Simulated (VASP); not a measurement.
## MgS (Niningerite): relaxation of cell and atoms with PBEsol

Crystal: MgS (Niningerite).

```
S Mg
1.0
     0.00000    2.60165    2.60165
     2.60165    0.00000    2.60165
     2.60165    2.60165    0.00000
S Mg
1 1
Direct
  0.50000 0.50000 0.50000
  0.00000 0.00000 0.00000
```

```yaml
Program: VASP 6.6.1
Task: relaxation of cell and atoms
Functional: PBEsol
Potentials_or_basis: VASP PAW PBE potentials, release 64 (S, Mg)
Cutoff: 600 eV
k_mesh: 9 × 9 × 9
Occupations: fermi-dirac, width 0.05 eV
Spin: no spin polarisation
Dipole_correction: no
Further_INCAR_settings: ALGO = Normal; EDIFF = 1e-06; IBRION = 2; EDIFFG = -0.005; NSW = 80; ISIF = 3
```

```yaml
Relaxed_volume: 17.36 Å³/atom
Relaxed_cell: a = 3.662 Å, b = 3.662 Å, c = 3.662 Å, α = 60.00°, β = 60.00°, γ = 60.00°
Space_group_after_relaxing_to_0.05_Å: Fm-3m (No. 225)
Energy_gained_by_relaxing: 0.9 meV/atom
Ionic_steps: 3
Pressure_after_relaxing: 0.0 GPa
Band_gap_on_the_k_mesh: 2.86 eV, indirect (least direct gap 3.71 eV)
```

Step by step:
```csv
step,energy change (eV),largest force (eV/Å),pressure (GPa),volume (Å³)
1,0.0000,0.0000,-1.12,35.22
2,-0.0017,0.0000,0.27,34.60
3,-0.0018,0.0000,0.00,34.71
```

Final structure:
```
CELL_PARAMETERS angstrom
0.00000 2.58911 2.58911
2.58911 0.00000 2.58911
2.58911 2.58911 0.00000
ATOMIC_POSITIONS crystal
S 0.50000 0.50000 0.50000
Mg 0.00000 0.00000 0.00000
```

Levels at points of the mesh, in eV from the valence-band top:
```tsv
k point	band 2	band 3	band 4	band 5	band 6	band 7
(0.00, 0.00, 0.00)	0.00	0.00	0.00	3.71	7.84	7.84
```

It took 24 s on 1 thread of Intel Xeon 6975P-C, on a shared host, peak memory 0.18 GiB.

Caveat: the PAW data sets were made with another functional, which shifts forces and pressure a little. A k mesh can miss the band edges.
